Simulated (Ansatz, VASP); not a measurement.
One calculation of TePb, two programs

File INCAR:

```
SYSTEM = TePb
ALGO = Normal
EDIFF = 1E-7
ENCUT = 520
GGA = PE
GGA_COMPAT = .FALSE.
ISIF = 2
ISMEAR = -1
LASPH = .TRUE.
LCHARG = .FALSE.
LNONCOLLINEAR = .TRUE.
LORBIT = 11
LORBMOM = .TRUE.
LREAL = .FALSE.
LSORBIT = .TRUE.
LWAVE = .FALSE.
MAGMOM = 0 0 0 0 0 0
NBANDS = 32
NELM = 150
PREC = Accurate
SIGMA = 0.05
```

Contents of KPOINTS:

```
k-points
0
G
  11 11 11
  0 0 0
```

POSCAR

```
TePb
1.0
    0.0000000000      3.2859177892      3.2859177892
    3.2859177892      0.0000000000      3.2859177892
    3.2859177892      3.2859177892      0.0000000000
Te Pb
1 1
Direct
    0.5000000000      0.5000000000      0.5000000000
    0.0000000000      0.0000000000      0.0000000000
```

Input for Ansatz:

```yaml
crystal:
  lattice:
    - [0.0, 3.2859177892, 3.2859177892]
    - [3.2859177892, 0.0, 3.2859177892]
    - [3.2859177892, 3.2859177892, 0.0]
  atoms:
    - { symbol: Te, position: [0.5, 0.5, 0.5] }
    - { symbol: Pb, position: [0.0, 0.0, 0.0] }
kpoints:
  mp_grid: { grid: [11, 11, 11] }
  band_path:
    path:
      - [0.0, 0.0, 0.0]
      - [0.5, 0.0, 0.5]
      - [0.625, 0.25, 0.625]
      - [0.375, 0.375, 0.75]
      - [0.0, 0.0, 0.0]
      - [0.5, 0.5, 0.5]
      - [0.5, 0.25, 0.75]
      - [0.5, 0.0, 0.5]
    npoints: 8
scf:
  occupations: { method: fermi_dirac, width: 0.05 }
hamiltonian:
  xc: pbe
  pseudopotentials: { kind: all_electron, lapw: { basis_error: 0.0005 } }
output:
  forces: true
  stress: true
  eigenvalues: true
magnetization:
  noncollinear: true
  spin_orbit: true
```

Alike in both runs: task single point; functional PBE; k mesh 11 × 11 × 11; occupations fermi-dirac, width 0.05 eV; non-collinear spin, spin-orbit coupling.

|  | VASP | Ansatz |
| --- | --- | --- |
| version | VASP 6.6.1 | Ansatz 0.2.0 |
| potentials or method | VASP PAW PBE potentials, release 64 (Te, Pb_d), cutoff 520 eV | all-electron LAPW |

```tsv
	VASP	Ansatz	Ansatz less VASP
pressure (GPa)	-0.1	-0.1	-0.03
net moment per atom (μB)	0.00	0.00	0.000
```

Ansatz ran all-electron here, and VASP with PAW potentials.
